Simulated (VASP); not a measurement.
# BN (P1) in VASP: further runs, part 2 of 2

VASP 6.6.1. The steps go on from the part before.

## Step 3: Single point, PBE (mode 4 frozen in at -0.068 Å and mode 5 at -0.051 Å (largest displacements))

The input, INCAR:

```
PREC = Accurate
ENCUT = 520
EDIFF = 1E-6
ISMEAR = 0
SIGMA = 0.05
LREAL = F
LASPH = T
NELM = 60
ALGO = Normal
ISIF = 2
LWAVE = F
LCHARG = F
GGA = PE
NBANDS = 16
```

The input, KPOINTS:

```
Automatic mesh
0
Gamma
  6 6 6
```

The input, POSCAR:

```
BN
1.0
    0.0000000000     -1.8123937734     -1.8123937734
   -1.8123937734      0.0000000000     -1.8123937734
    1.8123937734      1.8123937734     -3.6247875468
B N
2 2
Direct
    0.0155351247      0.0217132917      0.0000000000
    0.4844648753      0.4782867083      0.5000000000
    0.3908981079      0.3972206297      0.8750000000
    0.8591018921      0.8527793703      0.3750000000
```

Potentials or basis: VASP PAW PBE potentials, release 64 (B, N).

Run with:

```sh
$ cat potpaw_PBE.64/B/POTCAR potpaw_PBE.64/N/POTCAR > POTCAR
$ mpirun -np 1 vasp_std > vasp.out
```

OUTCAR:

```text
PREC = Accurate
   ENCUT = 520
   EDIFF = 1E-6
   ISMEAR = 0
   LREAL = F
   LASPH = T
   NELM = 60
   ISIF = 2
   GGA = PE

 ion  position               nearest neighbor table
   1  0.016  0.022  0.000-   3 1.57   3 1.57   3 1.57   4 1.58
   2  0.484  0.478  0.500-   4 1.57   4 1.57   4 1.57   3 1.58
   3  0.391  0.397  0.875-   1 1.57   1 1.57   1 1.57   2 1.58
   4  0.859  0.853  0.375-   2 1.57   2 1.57   2 1.57   1 1.58

  LATTYP: Found a trigonal (rhomboedric) cell.
 ALAT       =     4.4394399578
 COS(alpha) =     0.8333333333

  Lattice vectors:

 A1 = (   1.8123937734,   3.6247875468,  -1.8123937734)
 A2 = (   3.6247875468,   1.8123937734,  -1.8123937734)
 A3 = (   1.8123937734,   1.8123937734,  -3.6247875468)

Analysis of symmetry for initial positions (statically):
=====================================================================
 Subroutine PRICEL returns:
 Original cell was already a primitive cell.

 Routine SETGRP: Setting up the symmetry group for a
 trigonal (rhombohedral) supercell.

 Subroutine GETGRP returns: Found  1 space group operations
 (whereof  1 operations were pure point group operations)
 out of a pool of 12 trial point group operations.

The static configuration has the point symmetry C_1 .

Analysis of symmetry for dynamics (positions and initial velocities):
=====================================================================
 Subroutine PRICEL returns:
 Original cell was already a primitive cell.

 Routine SETGRP: Setting up the symmetry group for a
 trigonal (rhombohedral) supercell.

 Subroutine GETGRP returns: Found  1 space group operations
 (whereof  1 operations were pure point group operations)
 out of a pool of 12 trial point group operations.

The dynamic configuration has the point symmetry C_1 .

 Subroutine INISYM returns: Found  1 space group operations
 (whereof  1 operations are pure point group operations),
 and found     1 'primitive' translations

[... 112 lines left out ...]
   EFERMI =   0.00;   METHOD = LEGACY
   ISMEAR =     0;   SIGMA  =   0.05  broadening in eV -4-tet -1-fermi 0-gaus
   EFERMI_NEDOS =   21; number of points for ismear=-14 and -15
   IALGO  =     38    algorithm
   IMIX   =      4    mixing-type and parameters
     AMIX     =   0.40;   BMIX     =  1.00
     AMIX_MAG =   1.60;   BMIX_MAG =  1.00
  volume/ion in A,a.u.               =       5.95        40.17
  Fermi-wavevector in a.u.,A,eV,Ry     =   1.433867  2.709616 27.973240  2.055975
  Thomas-Fermi vector in A             =   2.553338
   LORBIT       =      0    0 simple, 1 ext, 2 COOP (PROOUT), +10 PAW based schemes
   GGA     = PE    functional components
   LHFCALC =     F    Hartree Fock is set to
   AEXX    =    0.0000 exact exchange contribution
   IVDW    =     0    specifies the selected vdW correction
   LEPSILON=     F    determine dielectric tensor
   LRPA    =     F    only Hartree local field effects (RPA)
 non-spin polarized calculation
 Gauss-broadening in eV      SIGMA  =   0.05
  energy-cutoff  :      520.00
  volume of cell :       23.81
 maximum number of plane-waves:       663
   NGX =  9   NGY =  9   NGZ = 17

 number of electron      16.0000002 magnetization

 Free energy of the ion-electron system (eV)
  ---------------------------------------------------
  ext. energy  EPLUGINS =         0.00000000
  ---------------------------------------------------
  free energy    TOTEN  =       -34.74770957 eV

  energy without entropy =      -34.74770957  energy(sigma->0) =      -34.74770957

 E-fermi :   7.6979     XC(G=0): -12.7901

 val. band max:        7.3978902681   @ k =   0.0000   0.0000   0.0000
 cond. band min:      11.7119187975   @ k =   0.5000   0.5000   0.0000
 fundamental gap:      4.3140285293
 Fermi energy:         7.6978546810

 k-point     1 :       0.0000    0.0000    0.0000
  band No.  band energies     occupation
      1     -12.8274      2.00000
      2      -8.6370      2.00000
      3      -3.2864      2.00000
      4       5.4148      2.00000
      5       5.4386      2.00000
      6       7.2168      2.00000
[... 433 lines left out ...]
      3      -1.6404      2.00000
      4      -0.1501      2.00000
      5       1.2851      2.00000
      6       2.0038      2.00000
[... 8 lines left out ...]
     15      22.7814      0.00000
     16      23.5969      0.00000

 [... further k-points ...]
[... 5 lines left out ...]
  --------------------------------------------------------------------------------------
  -------------------------------------------------------------------------------------
  Total        0.0779057      0.1588243     -0.2412449      0.0228981     -0.0825174     -0.0974538
  in kB        5.2415815     10.6858718    -16.2312170      1.5406108     -5.5518588     -6.5567959
  external PRESSURE =      -0.1012546 kB  Pullay stress =       0.0000000 kB

 VOLUME and BASIS-vectors are now :
 -----------------------------------------------------------------------------
  energy-cutoff  :      520.00
  volume of cell :       23.81
      direct lattice vectors                 reciprocal lattice vectors
     0.000000000 -1.812393773 -1.812393773     0.137939119 -0.413817356 -0.137939119
    -1.812393773  0.000000000 -1.812393773    -0.413817356  0.137939119 -0.137939119
     1.812393773  1.812393773 -3.624787547     0.137939119  0.137939119 -0.137939119

 POSITION                                       TOTAL-FORCE (eV/Angst)
 -----------------------------------------------------------------------------------
     -0.03935     -0.02816     -0.06751         0.366343      0.267010      0.625460
      0.03935      0.02816     -3.55728        -0.356215     -0.250502     -0.609213
      0.86592      0.87738     -4.60007         0.483699      0.342334      0.821686
     -0.86592     -0.87738     -4.46190        -0.493827     -0.358843     -0.837934
 -----------------------------------------------------------------------------------
    total drift:                               -0.000033     -0.000004      0.000045

  FREE ENERGIE OF THE ION-ELECTRON SYSTEM (eV)
  ---------------------------------------------------
  free  energy   TOTEN  =       -34.7477095744 eV

  energy  without entropy=      -34.7477095744  energy(sigma->0) =      -34.74770957
```

stdout:

```text
POSCAR found type information on POSCAR B N
 POSCAR found :  2 types and       4 ions
 scaLAPACK will be used
 LDA part: xc-table for (Slater+PW92), standard interpolation
 POSCAR, INCAR and KPOINTS ok, starting setup
 FFT: planning ... GRIDC
 FFT: planning ... GRID_SOFT
 FFT: planning ... GRID
 WAVECAR not read
 entering main loop
```

Run time: 19 s. Hardware: 1 thread of Intel Xeon 6975P-C (Granite Rapids), shared host; peak memory 0.15 GiB.

Results:

* Free energy: -34.7477 eV
* Pressure: 0.0 GPa
* Largest force: 1.037 eV/Å
* Band gap on the k mesh: 4.31 eV, indirect (least direct gap 6.27 eV)

Forces on the atoms (eV/Å):
```
B    0.366  0.267  0.625
B   -0.356 -0.251 -0.609
N    0.484  0.342  0.822
N   -0.494 -0.359 -0.838
```

Levels at points of the mesh, in eV from the valence-band top:
| k point | band 5 | band 6 | band 7 | band 8 | band 9 | band 10 | band 11 | band 12 |
| --- | --- | --- | --- | --- | --- | --- | --- | --- |
| (0.00, 0.00, 0.00) | -1.96 | -0.18 | -0.11 | 0.00 | 8.48 | 8.68 | 8.71 | 9.84 |
| (0.50, 0.00, 0.00) | -5.32 | -5.08 | -3.66 | -3.64 | 7.32 | 7.45 | 12.12 | 12.90 |
| (0.00, 0.50, 0.00) | -5.35 | -5.01 | -3.67 | -3.64 | 7.29 | 7.47 | 12.02 | 13.10 |
| (0.50, 0.50, 0.50) | -5.39 | -4.79 | -3.73 | -3.69 | 7.16 | 7.52 | 11.87 | 13.34 |
| (0.50, 0.50, 0.00) | -4.95 | -4.89 | -2.02 | -1.95 | 4.31 | 8.83 | 9.88 | 10.60 |
| (0.00, 0.50, 0.50) | -4.94 | -4.89 | -2.10 | -1.92 | 4.36 | 9.08 | 9.81 | 10.47 |
| (0.50, 0.00, 0.50) | -4.95 | -4.88 | -2.12 | -1.91 | 4.37 | 9.15 | 9.79 | 10.47 |
| (0.00, 0.00, 0.50) | -1.35 | -1.35 | -1.04 | -1.03 | 8.91 | 9.14 | 9.74 | 10.34 |

Caveat: the k points lie up to 0.48 Å⁻¹ apart; the cell differs from its parent crystal (mode 4 frozen in at -0.068 Å and mode 5 at -0.051 Å (largest displacements)); forces of over 1 eV/Å act on the atoms, so gaps and moduli don't describe the material at rest. A k mesh can miss the band edges.

## Step 4: Single point, PBE (mode 4 frozen in at -0.034 Å and mode 5 at +0.068 Å (largest displacements))

INCAR is that of step 3.

KPOINTS is that of step 3.

The input, POSCAR:

```
BN
1.0
    0.0000000000     -1.8123937734     -1.8123937734
   -1.8123937734      0.0000000000     -1.8123937734
    1.8123937734      1.8123937734     -3.6247875468
B N
2 2
Direct
   -0.0324421910      0.0233435140      0.0000000000
    0.5324421910      0.4766564860      0.5000000000
    0.3417997868      0.3988889427      0.8750000000
    0.9082002132      0.8511110573      0.3750000000
```

Run with:

```sh
$ cat potpaw_PBE.64/B/POTCAR potpaw_PBE.64/N/POTCAR > POTCAR
$ mpirun -np 1 vasp_std > vasp.out
```

Wall time 17 s (1 thread of Intel Xeon 6975P-C (Granite Rapids), shared host); peak memory 0.15 GiB.

The run converged. Its results:

- Free energy: -34.7778 eV
- Pressure: 0.0 GPa
- Largest force: 0.923 eV/Å
- Band gap on the k mesh: 4.34 eV, indirect (least direct gap 6.29 eV)

Forces on the atoms (eV/Å):
```
B    0.390 -0.545 -0.160
B   -0.387  0.533  0.144
N    0.522 -0.717 -0.197
N   -0.525  0.729  0.213
```

Stress tensor (GPa, compression positive):
```
 0.07  0.56 -0.14
 0.56 -1.12 -0.36
-0.14 -0.36  1.16
```

Levels at points of the mesh, in eV from the valence-band top:
```
           k point  band 4  band 5  band 6  band 7  band 8  band 9  band 10  band 11  band 12  band 13
(0.00, 0.00, 0.00)   -1.97   -1.95   -0.14   -0.09    0.00    8.54     8.69     8.74     9.90    10.13
(0.50, 0.00, 0.00)   -8.69   -5.36   -4.84   -3.71   -3.67    7.22     7.53    12.00    13.41    13.99
(0.00, 0.50, 0.00)   -8.70   -5.34   -4.97   -3.67   -3.65    7.29     7.50    12.10    13.26    13.77
(0.50, 0.50, 0.50)   -8.73   -5.26   -5.12   -3.64   -3.63    7.38     7.45    12.34    12.80    14.00
(0.50, 0.50, 0.00)   -8.94   -4.94   -4.88   -2.09   -1.91    4.39     9.19     9.83    10.52    10.62
(0.00, 0.50, 0.50)   -8.94   -4.92   -4.90   -2.05   -1.93    4.37     9.05     9.86    10.52    10.69
(0.50, 0.00, 0.50)   -8.94   -4.93   -4.89   -2.01   -1.95    4.34     8.91     9.91    10.59    10.68
(0.00, 0.00, 0.50)   -5.49   -1.32   -1.32   -1.04   -1.04    9.03     9.17     9.86    10.23    10.67
```

Caveat: the k points lie up to 0.48 Å⁻¹ apart; the cell differs from its parent crystal (mode 4 frozen in at -0.034 Å and mode 5 at +0.068 Å (largest displacements)). A k mesh can miss the band edges.
